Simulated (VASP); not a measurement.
The system is BN.

```
B N
1.0
     2.20791   -1.28120    0.02652
    -2.18755   -3.80873    0.03837
     0.58760    1.37779   -8.25494
B N
4 4
Direct
  0.96742 0.02526 0.99253
  0.50197 0.02245 0.49967
  0.48715 0.48801 0.98097
  0.06734 0.51080 0.49883
  0.99896 0.64400 0.00532
  0.50162 0.60964 0.50950
  0.48631 0.20061 0.01054
  0.98923 0.16411 0.49723
```

| Property | Result |
| --- | --- |
| Program | VASP 6.6.1 |
| Task | relaxation of cell and atoms |
| Functional | PBE |
| Potentials or basis | VASP PAW PBE potentials, release 64 (B, N) |
| Cutoff | 600 eV |
| k mesh | 6 × 4 × 2 |
| Occupations | gaussian, width 0.1 eV |
| Spin | no spin polarisation |

At the start: pressure 6.6 GPa; volume 11.55 Å³/atom.

Problem. How do energy, volume and symmetry change on relaxing?

Solution. Over 27 steps the energy falls by 596.3 meV/atom and the volume is 11.17 Å³/atom (-3.3 %); space group P1 (No. 1, to 0.05 Å).

Step by step:
```csv
step,energy change (eV),largest force (eV/Å),pressure (GPa),volume (Å³)
1,0.0000,18.1032,6.57,92.39
2,3.9651,11.5089,2.72,98.77
3,-1.8922,14.5727,-4.05,94.56
4,-2.4727,12.8084,-5.53,94.13
5,-2.8700,8.0491,-5.50,93.26
6,-2.9120,9.3762,-6.13,93.52
7,2.5420,36.6523,22.82,89.92
8,-4.3084,4.0894,-6.31,92.05
9,-4.3213,3.6876,-6.82,92.20
10,-4.3064,5.4614,9.30,87.28
11,-4.7033,0.8864,0.12,89.65
12,-4.7338,1.0329,0.73,89.44
13,-4.7426,0.5558,0.49,89.51
14,-4.7592,0.3339,-0.33,89.72
15,-4.7592,0.3347,-0.33,89.72
16,-4.7635,0.3738,-0.10,89.61
17,-4.7638,0.2695,-0.15,89.64
18,-4.7670,0.1156,0.13,89.51
19,-4.7672,0.1235,0.21,89.47
20,-4.7685,0.1137,-0.14,89.53
21,-4.7685,0.1255,-0.16,89.54
22,-4.7696,0.0772,-0.19,89.49
23,-4.7697,0.1219,-0.20,89.47
24,-4.7700,0.1035,0.09,89.30
25,-4.7701,0.0403,-0.02,89.36
26,-4.7702,0.0275,-0.01,89.32
27,-4.7702,0.0199,-0.01,89.33
```

Final structure:
```
CELL_PARAMETERS angstrom
2.17527 -1.25557 0.02604
-2.17539 -3.76787 0.03208
0.58093 1.35210 -8.18721
ATOMIC_POSITIONS crystal
B 0.98508 0.00618 0.99747
B 0.51513 0.99350 0.50132
B 0.48497 0.50613 0.99736
B 0.01483 0.49341 0.50122
N 0.98498 0.67276 0.99740
N 0.51493 0.66002 0.50126
N 0.48507 0.17274 0.99733
N 0.01501 0.16013 0.50123
```
